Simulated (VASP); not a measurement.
A run of VASP 6.6.1 is set up as follows.

INCAR

```
SYSTEM = W4C
PREC     = Accurate       ! precision mode
ENCUT    = 520            ! plane-wave cutoff, eV
EDIFF    = 1E-6           ! SCF threshold, eV
ISMEAR   = 0              ! smearing method
SIGMA    = 0.1            ! smearing width, eV
LREAL    = .False.        ! projectors in reciprocal space
LASPH    = .True.         ! aspherical terms in the spheres
NELM     = 100            ! most SCF steps
ALGO     = Normal         ! electronic algorithm
ISIF     = 2              ! what is computed and relaxed
LWAVE    = .False.        ! write WAVECAR
LCHARG   = .True.         ! write CHGCAR
LDIPOL   = .True.       
IDIPOL   = 3            
DIPOL    = 0.5 0.5 0.343
GGA      = PE             ! functional
LELF     = .True.         ! ELF
LVHAR    = .True.       
LVACPOTAV= .True.       
NBANDS   = 38             ! bands
```

Contents of KPOINTS:

```
Automatic mesh
0
Gamma
  9 7 1
  0 0 0
```

POSCAR

```
W4C
1.0
    2.8547213223      0.0000000000      0.0000000000
    0.0000000000      4.0371856107      0.0000000000
    0.0000000000      0.0000000000     19.4570327473
W C
4 1
Direct
    0.5000000000      0.5000000000      0.2055811928
    0.0000000000      0.0000000000      0.2789408195
    0.5000000000      0.5000000000      0.3513926690
    0.0000000000      0.0000000000      0.4089540708
    0.5000000000      0.1000000000      0.4722203536
```

Potentials or basis: VASP PAW PBE potentials, release 64 (W_sv, C).

Command:

```bash
$ cat potpaw_PBE.64/W_sv/POTCAR potpaw_PBE.64/C/POTCAR > POTCAR
$ mpirun -np 1 vasp_std > vasp.out
```

(1) Estimate the band gap on the k mesh.

(2) Predict the largest force.

Answers

(1) zero (bands 30 and 31 overlap by 0.62 eV).

(2) 4.266 eV/Å.

Caveat: spin-orbit coupling is left out, which moves the levels of the heavy elements.
